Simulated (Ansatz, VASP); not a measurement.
## One calculation of CaO, two programs

File INCAR:

```
SYSTEM = CaO
PREC = Accurate ; ENCUT = 600
EDIFF = 1E-6 ; ISMEAR = 0
SIGMA = 0.1 ; LREAL = .False.
LASPH = .True. ; NELM = 60
ALGO = Normal ; ISIF = 3
LWAVE = .False. ; LCHARG = .False.
GGA = PE ; IBRION = 2
NSW = 90 ; EDIFFG = -0.04
```

Contents of KPOINTS:

```
regular mesh
0
Gamma
  8 8 8
  0 0 0
```

Contents of POSCAR:

```
CaO
1.0
   -1.5711316400      1.5711316400      5.3164580300
    1.5711316400     -1.5711316400      5.3164580300
    1.5711316400      1.5711316400     -5.3164580300
Ca O
2 2
Direct
    0.5420000000      0.5420000000      0.0000000000
    0.2920000000      0.7920000000      0.5000000000
    0.9580000000      0.9580000000      0.0000000000
    0.7080000000      0.2080000000      0.5000000000
```

Input for Ansatz:

```yaml
crystal:
  lattice:
    - [-1.57113164, 1.57113164, 5.31645803]
    - [1.57113164, -1.57113164, 5.31645803]
    - [1.57113164, 1.57113164, -5.31645803]
  atoms:
    - { symbol: Ca, position: [0.542, 0.542, 0.0] }
    - { symbol: Ca, position: [0.292, 0.792, 0.5] }
    - { symbol: O, position: [0.958, 0.958, 0.0] }
    - { symbol: O, position: [0.708, 0.208, 0.5] }
basis:
  ecutwfc: 420
kpoints:
  mp_grid: { grid: [8, 8, 8] }
hamiltonian:
  xc: pbe
scf:
  occupations: { method: gaussian, width: 0.1 }
  lower_state_search: "off"
output:
  forces: true
  stress: true
  eigenvalues: true
relax:
  adjacent_minimum: "off"
  f_tol: 0.04
  max_steps: 70
  cell: { stress_tol: 0.4 }
```

Alike in both runs: task relaxation of cell and atoms; functional PBE; k mesh 8 × 8 × 8; occupations gaussian, width 0.1 eV; no spin polarisation.

|  | VASP | Ansatz |
| --- | --- | --- |
| version | VASP 6.6.1 | Ansatz 0.2.0 |
| potentials or method | VASP PAW PBE potentials, release 64 (Ca_sv, O), cutoff 600 eV | scalar-relativistic, plane waves, PAW |
| valence electrons in the cell | 32 | 32 |

```csv
,VASP,Ansatz,Ansatz less VASP
"gap on the k mesh at the Fermi level, each at its own relaxed structure (eV)",3.44,3.46,+0.019
relaxed volume (Å³/atom),14.12,14.05,-0.067
relaxed cell length with the largest relative difference (Å),6.233,6.222,-0.0113
```
